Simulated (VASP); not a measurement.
# Ir (P6_3/mmc) in VASP: a series of runs, part 2 of 2

VASP 6.6.1. Earlier steps stand in the parts before.

## 4. Vibrations by perturbation theory, PBEsol

This run uses another cell than the first one, of 13.64 Å³/atom.

Contents of INCAR:

```
SYSTEM = Ir
  ALGO = Normal
  EDIFF = 1E-8
  ENCUT = 500
  GGA = PS
  GGA_COMPAT = .False.
  IBRION = 8
  ISIF = 2
  ISMEAR = -1
  LASPH = .True.
  LCHARG = .True.
  LREAL = .False.
  LWAVE = .False.
  NELM = 120
  NSW = 1
  PREC = Accurate
  SIGMA = 0.15
```

Contents of KPOINTS:

```
k-points
0
Gamma
  18 18 10
  0 0 0
```

Contents of POSCAR:

```
Ir
1.0
    2.6878620592      0.0000000000      0.0000000000
   -1.3439310296      2.3277568251      0.0000000000
    0.0000000000      0.0000000000      4.3596411672
Ir
2
Direct
    0.6666666667      0.3333333333      0.7500000000
    0.3333333333      0.6666666667      0.2500000000
```

Potentials or basis: VASP PAW PBE potentials, release 64 (Ir).

Command:

```sh
$ cat potpaw_PBE.64/Ir/POTCAR > POTCAR
$ mpirun -np 1 vasp_std > vasp.out
```

OUTCAR:

```text
SYSTEM = Ir
   EDIFF = 1E-8
   ENCUT = 500
   GGA = PS
   IBRION = 8
   ISIF = 2
   ISMEAR = -1
   LASPH = .True.
   LREAL = .False.
   NELM = 120
   NSW = 1
   PREC = Accurate

 ion  position               nearest neighbor table
   1  0.667  0.333  0.750-   2 2.68   2 2.68   2 2.68   2 2.68   2 2.68   2 2.68
   2  0.333  0.667  0.250-   1 2.68   1 2.68   1 2.68   1 2.68   1 2.68   1 2.68

  LATTYP: Found a hexagonal cell.
 ALAT       =     2.6878620592
 C/A-ratio  =     1.6219735504

  Lattice vectors:

 A1 = (   2.6878620592,   0.0000000000,   0.0000000000)
 A2 = (  -1.3439310296,   2.3277568251,   0.0000000000)
 A3 = (   0.0000000000,   0.0000000000,   4.3596411672)

Analysis of symmetry for initial positions (statically):
=====================================================================
 Subroutine PRICEL returns:
 Original cell was already a primitive cell.

 Routine SETGRP: Setting up the symmetry group for a
 hexagonal supercell.

 Subroutine GETGRP returns: Found 24 space group operations
 (whereof 12 operations were pure point group operations)
 out of a pool of 24 trial point group operations.

The static configuration has the point symmetry D_3d.
 The point group associated with its full space group is D_6h.

Analysis of symmetry for dynamics (positions and initial velocities):
=====================================================================
 Subroutine PRICEL returns:
 Original cell was already a primitive cell.

 Routine SETGRP: Setting up the symmetry group for a
 hexagonal supercell.

 Subroutine GETGRP returns: Found 24 space group operations
 (whereof 12 operations were pure point group operations)
 out of a pool of 24 trial point group operations.

The dynamic configuration has the point symmetry D_3d.
 The point group associated with its full space group is D_6h.

 Subroutine INISYM returns: Found 24 space group operations
 (whereof 12 operations are pure point group operations),
 and found     1 'primitive' translations

----------------------------------------------------------------------------------------

                                     Primitive cell

  volume of cell :      27.2769

  direct lattice vectors                    reciprocal lattice vectors
     2.687862059  0.000000000  0.000000000     0.372042902  0.214799069  0.000000000
    -1.343931030  2.327756825  0.000000000     0.000000000  0.429598139  0.000000000
     0.000000000  0.000000000  4.359641167     0.000000000  0.000000000  0.229376676

  length of vectors
     2.687862059  2.687862059  4.359641167     0.429598139  0.429598139  0.229376676

  position of ions in fractional coordinates (direct lattice)
     0.666666667  0.333333333  0.750000000
[... 517 lines left out ...]
     13      19.4123      0.00000

 [... further k-points ...]

------------------------ aborting loop because EDIFF is reached ----------------------------------------

  FORCE on cell =-STRESS in cart. coord.  units (eV):
  Direction    XX          YY          ZZ          XY          YZ          ZX
  --------------------------------------------------------------------------------------
  -------------------------------------------------------------------------------------
  Total        2.7652299      2.7652299      2.7766407     -0.0000000      0.0000000      0.0000000
  in kB      162.4226139    162.4226139    163.0928559     -0.0000000      0.0000000      0.0000000
  external PRESSURE =     162.6460279 kB  Pullay stress =       0.0000000 kB

 VOLUME and BASIS-vectors are now :
 -----------------------------------------------------------------------------
  energy-cutoff  :      500.00
  volume of cell :       27.28
      direct lattice vectors                 reciprocal lattice vectors
     2.687862059  0.000000000  0.000000000     0.372042902  0.214799069  0.000000000
    -1.343931030  2.327756825  0.000000000     0.000000000  0.429598139  0.000000000
     0.000000000  0.000000000  4.359641167     0.000000000  0.000000000  0.229376676

 POSITION                                       TOTAL-FORCE (eV/Angst)
 -----------------------------------------------------------------------------------
      1.34393      0.77592      3.26973        -0.000000      0.000000      0.000000
     -0.00000      1.55184      1.08991         0.000000      0.000000      0.000000
 -----------------------------------------------------------------------------------
    total drift:                               -0.000000      0.000000     -0.000000

  FREE ENERGIE OF THE ION-ELECTRON SYSTEM (eV)
  ---------------------------------------------------
  free  energy   TOTEN  =       -19.5181634759 eV

  energy  without entropy=      -19.3563237803  energy(sigma->0) =      -19.43724363

[... ionic steps 2 to 3 ...]

--------------------------------------- Ionic step        4  -------------------------------------------

------------------------ aborting loop because EDIFF is reached ----------------------------------------

[... ionic steps 5 to 5 ...]

--------------------------------------- Ionic step        6  -------------------------------------------

 Free energy of the ion-electron system (eV)
  ---------------------------------------------------
  ---------------------------------------------------
  free energy    TOTEN  =        -0.21456159 eV

  energy without entropy =       -0.21456159

------------------------ aborting loop because EDIFF is reached ----------------------------------------

 INTERNAL STRAIN TENSOR  FOR ION    1  DIRECTION 3   (eV/Angst):
 -----------------------------------------------------------------------------
     0.06413  0.00000 -0.00000
     0.00000  0.06413 -0.00000
     0.00000  0.00000 -0.11799

 INTERNAL STRAIN TENSOR FOR ION    2 for displacements in x,y,z  (eV/Angst):
          X           Y           Z          XY          YZ          ZX
  --------------------------------------------------------------------------------
  x    -0.00000     0.00000     0.00000    -2.13310     0.00000     0.00000
  y    -2.13310     2.13310     0.00000     0.00000     0.00000     0.00000
  z    -0.00000     0.00000     0.00000     0.00000     0.00000     0.00000

 SECOND DERIVATIVES (NOT SYMMETRIZED)
 ------------------------------------
               1X          1Y          1Z          2X          2Y          2Z
  1X    -6.019692    0.000000    0.000000    6.019692    0.000000    0.000000
  1Y    -0.000000   -6.019692    0.000000    0.000000    6.019692    0.000000
  1Z     0.000000    0.000000  -17.799786    0.000000    0.000000   17.799786
  2X     6.019692    0.000000    0.000000   -6.019692    0.000000    0.000000
  2Y     0.000000    6.019692    0.000000   -0.000000   -6.019692    0.000000
  2Z     0.000000    0.000000   17.799786    0.000000    0.000000  -17.799786

 Eigenvectors and eigenvalues of the dynamical matrix
 ----------------------------------------------------

   1 f  =    6.727812 THz    42.272088 2PiTHz  224.415642 cm-1    27.823981 meV
             X         Y         Z           dx          dy          dz
      1.343931  0.775919  3.269731     0.000000    0.000000    0.707107
     -0.000000  1.551838  1.089910     0.000000   -0.000000   -0.707107
[... 11 lines left out ...]
   4 f  =    0.000000 THz     0.000000 2PiTHz    0.000001 cm-1     0.000000 meV
             X         Y         Z           dx          dy          dz
      1.343931  0.775919  3.269731    -0.485627    0.210107   -0.469065
     -0.000000  1.551838  1.089910    -0.485627    0.210107   -0.469065

   5 f/i=    0.000000 THz     0.000000 2PiTHz    0.000001 cm-1     0.000000 meV
             X         Y         Z           dx          dy          dz
      1.343931  0.775919  3.269731     0.488676   -0.011205   -0.510950
     -0.000000  1.551838  1.089910     0.488676   -0.011205   -0.510950

   6 f/i=    0.000000 THz     0.000001 2PiTHz    0.000003 cm-1     0.000000 meV
             X         Y         Z           dx          dy          dz
      1.343931  0.775919  3.269731     0.159255    0.675077    0.137508
     -0.000000  1.551838  1.089910     0.159255    0.675077    0.137508

--------------------------------------------------------------------------------------------------------

 ELASTIC MODULI CONTR FROM IONIC RELAXATION (kBar)
 Direction    XX          YY          ZZ          XY          YZ          ZX
 --------------------------------------------------------------------------------
 XX         -44.3980     44.3980      0.0000     -0.0000      0.0000      0.0000
 YY          44.3980    -44.3980     -0.0000     -0.0000      0.0000      0.0000
 ZZ           0.0000     -0.0000     -0.0000     -0.0000      0.0000      0.0000
 XY          -0.0000     -0.0000     -0.0000    -44.3980      0.0000      0.0000
 YZ           0.0000      0.0000      0.0000      0.0000      0.0000      0.0000
 ZX           0.0000      0.0000      0.0000      0.0000      0.0000      0.0000
 --------------------------------------------------------------------------------
```

Wall time 7.3 min (1 thread of Intel Xeon Platinum 8559C (Emerald Rapids), shared host); peak memory 0.7 GiB.

Results:

| Item | Value |
| --- | --- |
| Highest phonon frequency at Γ | 224 cm⁻¹ |

Phonon frequencies in cm⁻¹ (negative: imaginary):
```csv
q point,frequencies
"(0.000, 0.000, 0.000)",0 0 0 131 131 224
```

Caveat: the cell stands under pressure or tension, which shifts response properties; the PAW data sets were made with another functional, which shifts forces and pressure a little; spin-orbit coupling is left out, which moves the levels of the heavy elements.

## 5. Vibrations by perturbation theory, PBEsol (13.86 Å³/atom)

This run uses another cell than the first one, of 13.86 Å³/atom.

Contents of INCAR:

```
SYSTEM = Ir
PREC = Accurate
ENCUT = 500
EDIFF = 1E-8
ISMEAR = -1
SIGMA = 0.15
LREAL = .False.
LASPH = .True.
NELM = 120
ALGO = Normal
ISIF = 2
LWAVE = .False.
LCHARG = .False.
GGA = PS
NBANDS = 16
IBRION = 8
NSW = 1
GGA_COMPAT = .False.
```

Contents of KPOINTS:

```
Automatic mesh
0
Gamma
  18 18 10
  0 0 0
```

Contents of POSCAR:

```
Ir
1.0
    2.7026028819      0.0000000000      0.0000000000
   -1.3513014409      2.3405227521      0.0000000000
    0.0000000000      0.0000000000      4.3818843162
Ir
2
Direct
    0.6666666667      0.3333333333      0.7500000000
    0.3333333333      0.6666666667      0.2500000000
```

Potentials or basis: VASP PAW PBE potentials, release 64 (Ir).

Command:

```sh
$ cat potpaw_PBE.64/Ir/POTCAR > POTCAR
$ mpirun -np 1 vasp_std > vasp.out
```

OUTCAR:

```text
SYSTEM = Ir
   PREC = Accurate
   ENCUT = 500
   EDIFF = 1E-8
   ISMEAR = -1
   LREAL = .False.
   LASPH = .True.
   NELM = 120
   ISIF = 2
   GGA = PS
   IBRION = 8
   NSW = 1

 ion  position               nearest neighbor table
   1  0.667  0.333  0.750-   2 2.69   2 2.69   2 2.69   2 2.69   2 2.69   2 2.69
   2  0.333  0.667  0.250-   1 2.69   1 2.69   1 2.69   1 2.69   1 2.69   1 2.69

  LATTYP: Found a hexagonal cell.
 ALAT       =     2.7026028819
 C/A-ratio  =     1.6213570797

  Lattice vectors:

 A1 = (   2.7026028819,   0.0000000000,   0.0000000000)
 A2 = (  -1.3513014409,   2.3405227521,   0.0000000000)
 A3 = (   0.0000000000,   0.0000000000,   4.3818843162)

Analysis of symmetry for initial positions (statically):
=====================================================================
 Subroutine PRICEL returns:
 Original cell was already a primitive cell.

 Routine SETGRP: Setting up the symmetry group for a
 hexagonal supercell.

 Subroutine GETGRP returns: Found 24 space group operations
 (whereof 12 operations were pure point group operations)
 out of a pool of 24 trial point group operations.

The static configuration has the point symmetry D_3d.
 The point group associated with its full space group is D_6h.

Analysis of symmetry for dynamics (positions and initial velocities):
=====================================================================
 Subroutine PRICEL returns:
 Original cell was already a primitive cell.

 Routine SETGRP: Setting up the symmetry group for a
 hexagonal supercell.

 Subroutine GETGRP returns: Found 24 space group operations
 (whereof 12 operations were pure point group operations)
 out of a pool of 24 trial point group operations.

The dynamic configuration has the point symmetry D_3d.
 The point group associated with its full space group is D_6h.

 Subroutine INISYM returns: Found 24 space group operations
 (whereof 12 operations are pure point group operations),
 and found     1 'primitive' translations

----------------------------------------------------------------------------------------

                                     Primitive cell

  volume of cell :      27.7176

  direct lattice vectors                    reciprocal lattice vectors
     2.702602882  0.000000000  0.000000000     0.370013666  0.213627490  0.000000000
    -1.351301441  2.340522752  0.000000000     0.000000000  0.427254979  0.000000000
     0.000000000  0.000000000  4.381884316     0.000000000  0.000000000  0.228212323

  length of vectors
     2.702602882  2.702602882  4.381884316     0.427254979  0.427254979  0.228212323

  position of ions in fractional coordinates (direct lattice)
     0.666666667  0.333333333  0.750000000
     0.333333333  0.666666667  0.250000000

[... 138 lines left out ...]
      4       6.7375      2.00000
      5       6.7375      2.00000
      6       7.4269      2.00000
[... 433 lines left out ...]
      3       3.6729      2.00000
      4       6.3261      2.00000
      5       6.5072      2.00000
      6       7.0161      2.00000
[... 8 lines left out ...]
     15      21.5062      0.00000
     16      24.2677      0.00000

 [... further k-points ...]

------------------------ aborting loop because EDIFF is reached ----------------------------------------

  FORCE on cell =-STRESS in cart. coord.  units (eV):
  Direction    XX          YY          ZZ          XY          YZ          ZX
  --------------------------------------------------------------------------------------
  -------------------------------------------------------------------------------------
  Total        1.5778212      1.5778212      1.5884213      0.0000000      0.0000000      0.0000000
  in kB       91.2036819     91.2036819     91.8164031      0.0000000      0.0000000      0.0000000
  external PRESSURE =      91.4079223 kB  Pullay stress =       0.0000000 kB

 VOLUME and BASIS-vectors are now :
 -----------------------------------------------------------------------------
  energy-cutoff  :      500.00
  volume of cell :       27.72
      direct lattice vectors                 reciprocal lattice vectors
     2.702602882  0.000000000  0.000000000     0.370013666  0.213627490  0.000000000
    -1.351301441  2.340522752  0.000000000     0.000000000  0.427254979  0.000000000
     0.000000000  0.000000000  4.381884316     0.000000000  0.000000000  0.228212323

 POSITION                                       TOTAL-FORCE (eV/Angst)
 -----------------------------------------------------------------------------------
      1.35130      0.78017      3.28641        -0.000000      0.000000      0.000000
     -0.00000      1.56035      1.09547         0.000000     -0.000000      0.000000
 -----------------------------------------------------------------------------------
    total drift:                                0.000000     -0.000000     -0.000000

  FREE ENERGIE OF THE ION-ELECTRON SYSTEM (eV)
  ---------------------------------------------------
  free  energy   TOTEN  =       -19.5532154756 eV

  energy  without entropy=      -19.3866698676  energy(sigma->0) =      -19.46994267

[... ionic steps 2 to 3 ...]

--------------------------------------- Ionic step        4  -------------------------------------------

------------------------ aborting loop because EDIFF is reached ----------------------------------------

[... ionic steps 5 to 5 ...]

--------------------------------------- Ionic step        6  -------------------------------------------

 Free energy of the ion-electron system (eV)
  ---------------------------------------------------
  ---------------------------------------------------
  free energy    TOTEN  =        -0.21415470 eV

  energy without entropy =       -0.21415470

------------------------ aborting loop because EDIFF is reached ----------------------------------------

 INTERNAL STRAIN TENSOR  FOR ION    1  DIRECTION 3   (eV/Angst):
 -----------------------------------------------------------------------------
     0.06336  0.00000 -0.00000
     0.00000  0.06336  0.00000
     0.00000 -0.00000 -0.11665

 INTERNAL STRAIN TENSOR FOR ION    2 for displacements in x,y,z  (eV/Angst):
          X           Y           Z          XY          YZ          ZX
  --------------------------------------------------------------------------------
  x    -0.00000     0.00000     0.00000    -1.85198     0.00000     0.00000
  y    -1.85198     1.85198     0.00000     0.00000     0.00000     0.00000
  z    -0.00000     0.00000     0.00000     0.00000     0.00000    -0.00000

 SECOND DERIVATIVES (NOT SYMMETRIZED)
 ------------------------------------
               1X          1Y          1Z          2X          2Y          2Z
  1X    -5.672579   -0.000000    0.000000    5.672579    0.000000    0.000000
  1Y    -0.000000   -5.672579    0.000000    0.000000    5.672579    0.000000
  1Z     0.000000    0.000000  -16.328510   -0.000000   -0.000000   16.328510
  2X     5.672579    0.000000    0.000000   -5.672579   -0.000000    0.000000
  2Y     0.000000    5.672579    0.000000   -0.000000   -5.672579    0.000000
  2Z    -0.000000   -0.000000   16.328510    0.000000    0.000000  -16.328510

 Eigenvectors and eigenvalues of the dynamical matrix
 ----------------------------------------------------

   1 f  =    6.443765 THz    40.487372 2PiTHz  214.940875 cm-1    26.649260 meV
             X         Y         Z           dx          dy          dz
      1.351301  0.780174  3.286413     0.000000    0.000000   -0.707107
     -0.000000  1.560349  1.095471    -0.000000    0.000000    0.707107
[... 16 lines left out ...]
   5 f  =    0.000000 THz     0.000000 2PiTHz    0.000000 cm-1     0.000000 meV
             X         Y         Z           dx          dy          dz
      1.351301  0.780174  3.286413    -0.000000   -0.000000    0.707107
     -0.000000  1.560349  1.095471     0.000000    0.000000    0.707107

   6 f/i=    0.000000 THz     0.000000 2PiTHz    0.000002 cm-1     0.000000 meV
             X         Y         Z           dx          dy          dz
      1.351301  0.780174  3.286413    -0.019608    0.706835    0.000000
     -0.000000  1.560349  1.095471    -0.019608    0.706835    0.000000

--------------------------------------------------------------------------------------------------------

 ELASTIC MODULI CONTR FROM IONIC RELAXATION (kBar)
 Direction    XX          YY          ZZ          XY          YZ          ZX
 --------------------------------------------------------------------------------
 XX         -34.9501     34.9501      0.0000     -0.0000      0.0000     -0.0000
 YY          34.9501    -34.9501      0.0000     -0.0000     -0.0000      0.0000
 ZZ           0.0000      0.0000     -0.0000      0.0000     -0.0000      0.0000
 XY          -0.0000     -0.0000      0.0000    -34.9501     -0.0000      0.0000
 YZ           0.0000     -0.0000     -0.0000     -0.0000     -0.0000      0.0000
 ZX          -0.0000      0.0000      0.0000      0.0000      0.0000     -0.0000
 --------------------------------------------------------------------------------
```

OSZICAR:

```text
N       E                     dE             d eps       ncg     rms          rms(c)
DAV:   1     0.138225072223E+03    0.13823E+03   -0.82760E+03  7104   0.110E+03
DAV:   2    -0.172008668320E+02   -0.15543E+03   -0.14056E+03  7136   0.306E+02
DAV:   3    -0.207184152569E+02   -0.35175E+01   -0.34743E+01  9704   0.546E+01
DAV:   4    -0.207574469812E+02   -0.39032E-01   -0.39024E-01  8176   0.486E+00
[... 47 lines left out ...]
RMM:  13    -0.214154696270E+00    0.14956E-07   -0.46041E-07 18615   0.388E-05    0.847E-07
RMM:  14    -0.214154698375E+00   -0.21045E-08   -0.44879E-07 13106   0.347E-05    0.605E-07
RMM:  15    -0.214154700359E+00   -0.19843E-08   -0.43388E-07 12729   0.348E-05    0.225E-07
RMM:  16    -0.214154701076E+00   -0.71727E-09   -0.42625E-07 13071   0.348E-05    0.425E-08
 Linear response finished
```

Wall time 9.3 min (1 thread of Intel Xeon Platinum 8559C (Emerald Rapids), shared host); peak memory 0.82 GiB.

What came out:

| Item | Value |
| --- | --- |
| Highest phonon frequency at Γ | 215 cm⁻¹ |

Phonon frequencies in cm⁻¹ (negative: imaginary):
| q point | frequencies |
| --- | --- |
| (0.000, 0.000, 0.000) | 0 0 0 127 127 215 |

Caveat: the cell stands under pressure or tension, which shifts response properties; the PAW data sets were made with another functional, which shifts forces and pressure a little; spin-orbit coupling is left out, which moves the levels of the heavy elements.
